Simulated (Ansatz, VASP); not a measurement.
Si2W in VASP and in Ansatz

File INCAR:

```
SYSTEM = Si2W
  PREC = Accurate
  ENCUT = 520
  EDIFF = 1E-6
  ISMEAR = -1
  SIGMA = 0.05
  LREAL = .False.
  LASPH = .True.
  NELM = 100
  ALGO = Normal
  ISIF = 2
  LWAVE = .False.
  LCHARG = .False.
  GGA = PE
  IBRION = 2
  NSW = 60
  EDIFFG = -0.01
```

File KPOINTS:

```
regular mesh
0
Gamma
  5 5 3
  0 0 0
```

Contents of POSCAR:

```
Si2W
1.0
    4.7091894297      0.0000000000      0.0000000000
   -2.3545947149      4.0782776774      0.0000000000
    0.0000000000      0.0000000000      6.6532220000
W Si
3 6
Direct
    0.5000000000      0.0000000000      0.5000000000
    0.5000000000      0.5000000000      0.8333333333
    0.0000000000      0.5000000000      0.1666666667
    0.3272520000      0.1636260000      0.1666666667
    0.8363740000      0.1636260000      0.8333333333
    0.1636260000      0.3272520000      0.5000000000
    0.6727480000      0.8363740000      0.1666666667
    0.1636260000      0.8363740000      0.8333333333
    0.8363740000      0.6727480000      0.5000000000
```

Contents of input.yaml:

```yaml
crystal:
  lattice:
    - [4.7091894297, 0.0, 0.0]
    - [-2.3545947149, 4.0782776774, 0.0]
    - [0.0, 0.0, 6.653222]
  atoms:
    - { symbol: W, position: [0.5, 0.0, 0.5] }
    - { symbol: W, position: [0.5, 0.5, 0.8333333333] }
    - { symbol: W, position: [0.0, 0.5, 0.1666666667] }
    - { symbol: Si, position: [0.327252, 0.163626, 0.1666666667] }
    - { symbol: Si, position: [0.836374, 0.163626, 0.8333333333] }
    - { symbol: Si, position: [0.163626, 0.327252, 0.5] }
    - { symbol: Si, position: [0.672748, 0.836374, 0.1666666667] }
    - { symbol: Si, position: [0.163626, 0.836374, 0.8333333333] }
    - { symbol: Si, position: [0.836374, 0.672748, 0.5] }
hamiltonian:
  xc: pbe
  pseudopotentials: { kind: paw }
kpoints:
  mp_grid: { grid: [5, 5, 3] }
scf:
  occupations: { method: fermi_dirac, width: 0.05 }
output:
  forces: true
  stress: true
  eigenvalues: true
  write_density: true
  write_potential: true
  elf: true
  volumetric_format: npy
relax:
  f_tol: 0.01
  max_steps: 40
```

Alike in both runs: task relaxation of the atoms; functional PBE; k mesh 5 × 5 × 3; occupations fermi-dirac, width 0.05 eV; no spin polarisation.

|  | VASP | Ansatz |
| --- | --- | --- |
| version | VASP 6.6.1 | Ansatz 0.2.0 |
| potentials or method | VASP PAW PBE potentials, release 64 (W_sv, Si) | Ansatz PAW |
| plane-wave cutoff (eV) | 520 | 420 |
| valence electrons in the cell | 66 | 66 |

```tsv
	VASP	Ansatz	Ansatz less VASP
gap on the k mesh at the Fermi level, each at its own relaxed structure (eV)	0.30	0.30	+0.007
```

Spin-orbit coupling is off throughout. Noted on Ansatz's run: odd divisions of the mesh miss points on the zone boundary, where band edges often lie, so the gap on the mesh can be too wide.
